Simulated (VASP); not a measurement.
# Re: relaxation of cell and atoms with r2SCAN

Crystal: Re.

```
CELL_PARAMETERS angstrom
2.64968 0.00000 0.00000
-1.32484 2.29469 0.00000
0.00000 0.00000 2.47580
ATOMIC_POSITIONS crystal
Re 0.00000 0.00000 0.00000
```

This isn't the form of Re at room conditions, which is hcp.

| Item | Value |
| --- | --- |
| Program | VASP 6.6.1 |
| Task | relaxation of cell and atoms |
| Functional | r2SCAN |
| Potentials or basis | VASP PAW PBE potentials, release 64 (Re) |
| Cutoff | 600 eV |
| k mesh | 9 × 9 × 8 |
| Occupations | gaussian, width 0.1 eV |
| Spin | no spin polarisation |
| Dipole correction | no |
| Further INCAR settings | ALGO = Normal; EDIFF = 1e-07; IBRION = 2; EDIFFG = -0.04; NSW = 90; ISIF = 3 |

* Relaxed volume: 16.04 Å³/atom
* Relaxed cell: a = 2.759 Å, b = 2.759 Å, c = 2.434 Å, α = 90.00°, β = 90.00°, γ = 120.00°
* Space group after relaxing (to 0.1 Å): P6/mmm (No. 191)
* Pressure after relaxing: 0.1 GPa
* Band gap on the k mesh: zero (an odd number of electrons rules out a gap without spin polarisation)

Stress tensor (GPa, compression positive):
```
 0.22  0.00  0.00
 0.00  0.22  0.00
 0.00  0.00 -0.14
```

Final structure:
```yaml
crystal:
  lattice:
    - [2.75851, 0.00000, 0.00000]
    - [-1.37925, 2.38894, 0.00000]
    - [0.00000, 0.00000, 2.43354]
  atoms:
    - { symbol: Re, position: [0.00000, 0.00000, 0.00000] }
```

Levels at points of the mesh, in eV from the Fermi level:
| k point | band 1 | band 2 | band 3 | band 4 | band 5 | band 6 |
| --- | --- | --- | --- | --- | --- | --- |
| (0.00, 0.00, 0.00) | -10.15 | -6.15 | -2.06 | -2.06 | 4.31 | 4.31 |
| (0.00, 0.00, 0.50) | -5.98 | -0.86 | -0.86 | -0.79 | -0.61 | -0.61 |

Wall time 2.3 min on 1 thread of Intel(R) Xeon(R) Platinum 8488C (Sapphire Rapids), on a shared host, peak memory 0.15 GiB.

Caveat: the PAW data sets were made with another functional, which shifts forces and pressure a little; spin-orbit coupling is left out, which moves the levels of the heavy elements.
